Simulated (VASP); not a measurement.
Here is a VASP 6.6.1 calculation.

File INCAR:

```
SYSTEM = Hf4H3
PREC = Accurate
ENCUT = 520
EDIFF = 1E-6
ISMEAR = 0
SIGMA = 0.2
LREAL = .False.
LASPH = .True.
NELM = 80
ALGO = Normal
ISIF = 2
LWAVE = .False.
LCHARG = .True.
GGA = PE
LELF = .True.
LVHAR = .True.
NBANDS = 30
```

The input KPOINTS:

```
Automatic mesh
0
Gamma
  6 6 2
  0 0 0
```

POSCAR

```
Hf4H3
1.0
    3.2272110242      0.0000000000      0.0000000000
   -1.6136055121      2.7948467304      0.0000000000
    0.0000000000      0.0000000000     10.8346223938
Hf H
4 3
Direct
    0.0000000000      0.0000000000     -0.0177878773
    0.3333333333      0.6666666667      0.2543897367
    0.6666666667      0.3333333333      0.5125533838
    0.3333333333      0.6666666667      0.7456327594
    0.3333333333      0.6666666667      0.0646362236
    0.0000000000      0.0000000000      0.1808503785
    0.6666666667      0.3333333333      0.3222253953
```

Potentials or basis: VASP PAW PBE potentials, release 64 (Hf_pv, H).

Command:

```bash
$ cat potpaw_PBE.64/Hf_pv/POTCAR potpaw_PBE.64/H/POTCAR > POTCAR
$ mpirun -np 1 vasp_std > vasp.out
```

Task: What does it give for the pressure?

Result: -0.6 GPa.

Task: Estimate the largest force.

Result: 0.038 eV/Å.

Forces in eV/Å, atoms in the order of the input:
```
Hf   0.000  0.000 -0.006
Hf   0.000  0.000 -0.033
Hf   0.000  0.000  0.028
Hf   0.000  0.000  0.029
H    0.000  0.000  0.004
H    0.000  0.000  0.016
H    0.000  0.000 -0.038
```

Caveat: the k points lie up to 0.37 Å⁻¹ apart.
